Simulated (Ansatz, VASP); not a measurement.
Sr4NbO: VASP beside Ansatz

```xyz
6
Lattice="0.0000 4.3103 4.3103 4.3103 0.0000 4.3103 4.3103 4.3103 0.0000" Properties=species:S:1:pos:R:3 pbc="T T T"
Sr    5.3878    3.2327    3.2327
Sr    5.3878    5.3878    5.3878
Sr    3.2327    5.3878    3.2327
Sr    3.2327    3.2327    5.3878
Nb    0.0000    0.0000    0.0000
O     2.1551    2.1551    2.1551
```

Change from the starting cell: species swapped into the ZrZnNi4 type (F-43m, No. 216).

Alike in both runs: task relaxation of cell and atoms; functional PBE; k mesh 4 × 4 × 4; occupations gaussian, width 0.1 eV; collinear spin.

|  | VASP | Ansatz |
| --- | --- | --- |
| version | VASP 6.6.1 | Ansatz 0.2.0 |
| potentials or method | VASP PAW PBE potentials, release 64 (Sr_sv, Nb_sv, O), cutoff 600 eV | scalar-relativistic, plane waves, PAW |
| valence electrons in the cell | 59 | 59 |

```tsv
	VASP	Ansatz	Ansatz less VASP
gap on the k mesh at the Fermi level, each at its own relaxed structure (eV)	none	none	-
net moment per atom (μB)	0.72	0.72	-0.001
size of the moment on the site where the two differ most (μB)	2.38	3.29	+0.919
relaxed volume (Å³/atom)	39.41	38.77	-0.644
relaxed cell length with the largest relative difference (Å)	6.941	6.903	-0.0380
```

Site moments also hang on the region over which each program counts them. A gap of «none» marks a metal or a gap that the smearing closes. Ansatz's warnings: no starting moments.

Noted on VASP's run: the volume moved by over 15 % at a fixed basis, so the end points are rough.
